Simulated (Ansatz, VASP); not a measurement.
**HfO2: VASP beside Ansatz**

```
Hf O
1.0
     4.83830    0.00000    0.00000
     0.00000    4.83830    0.00000
     0.00000    0.00000    3.21999
Hf O
2 4
Direct
  0.00000 0.00000 0.00000
  0.50000 0.50000 0.50000
  0.19495 0.80505 0.50000
  0.30505 0.30505 0.00000
  0.69495 0.69495 0.00000
  0.80505 0.19495 0.50000
```

Alike in both runs: task single point; functional PBEsol; k mesh 4 × 4 × 6; no spin polarisation.

|  | VASP | Ansatz |
| --- | --- | --- |
| version | VASP 6.6.1 | Ansatz 0.2.0 |
| potentials or method | VASP PAW PBE potentials, release 64 (Hf_pv, O) | plane waves |
| plane-wave cutoff (eV) | 520 | 420 |
| occupations | gaussian, width 0.01 eV | fixed |
| valence electrons in the cell | 44 | 76 |

Ansatz gave:

```
gap on the k mesh at the Fermi level (eV)                     : 3.87
pressure (GPa)                                                : -1.5
traceless stress, the component that is largest in VASP (GPa) : -0.56
rms of the force components (eV/Å)                            : 0.013
```

Q: Which values does VASP return?

A: gap on the k mesh at the Fermi level (eV): 3.82; pressure (GPa): -4.2; traceless stress, the component that is largest in VASP (GPa): -0.99; rms of the force components (eV/Å): 0.035.

VASP's potentials were made for PBE, not for PBEsol. Atom by atom the forces differ by 0.022 eV/Å (rms over components). VASP's potentials hold 44 valence electrons a cell and Ansatz's 76, so a difference there can come from the potentials and not from the codes.

Spin-orbit coupling is off throughout.
